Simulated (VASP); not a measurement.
A run of VASP 6.6.1:

POSCAR

```
Sc
1.0
    1.7279067001     -5.6166485905      0.0000000000
    1.7279067001      5.6166485905      0.0000000000
    0.0000000000      0.0000000000      5.2158106904
Sc
4
Direct
    0.1394225822      0.8605774178      1.0000523494
    0.6394225822      0.3605774178      0.4999476506
    0.8605774178      0.1394225822     -0.0000523494
    0.3605774178      0.6394225822      0.5000523494
```

File INCAR.step1:

```
PREC = Accurate
ENCUT = 520
ISMEAR = 0
SIGMA = 0.1
LREAL = F
LASPH = T
NELM = 100
NBANDS = 30
GGA = PE
ALGO = Normal
EDIFF = 1E-4
LWAVE = T
LCHARG = F
```

Contents of INCAR.step2:

```
PREC = Accurate
ENCUT = 520
EDIFF = 1E-6
ISMEAR = 0
SIGMA = 0.1
LREAL = F
LASPH = T
NELM = 100
ALGO = Normal
ISIF = 2
LWAVE = F
LCHARG = F
METAGGA = R2SCAN
LMIXTAU = T
NBANDS = 30
ISTART = 1
```

File KPOINTS:

```
Automatic mesh
0
Gamma
  6 6 4
```

Potentials or basis: VASP PAW PBE potentials, release 64 (Sc_sv).

Command:

```console
$ cat potpaw_PBE.64/Sc_sv/POTCAR > POTCAR
$ cp INCAR.step1 INCAR
$ mpirun -np 1 vasp_std > vasp.out
$ cp INCAR.step2 INCAR
$ mpirun -np 1 vasp_std > vasp.out
```

Hardware: 1 thread of Intel(R) Xeon(R) Platinum 8488C (Sapphire Rapids), with other jobs on the host.

Estimate the wall time of this run.

It took 5.7 min on 1 thread of Intel(R) Xeon(R) Platinum 8488C (Sapphire Rapids), on a shared host, peak memory 0.36 GiB. Counts: k points 39.
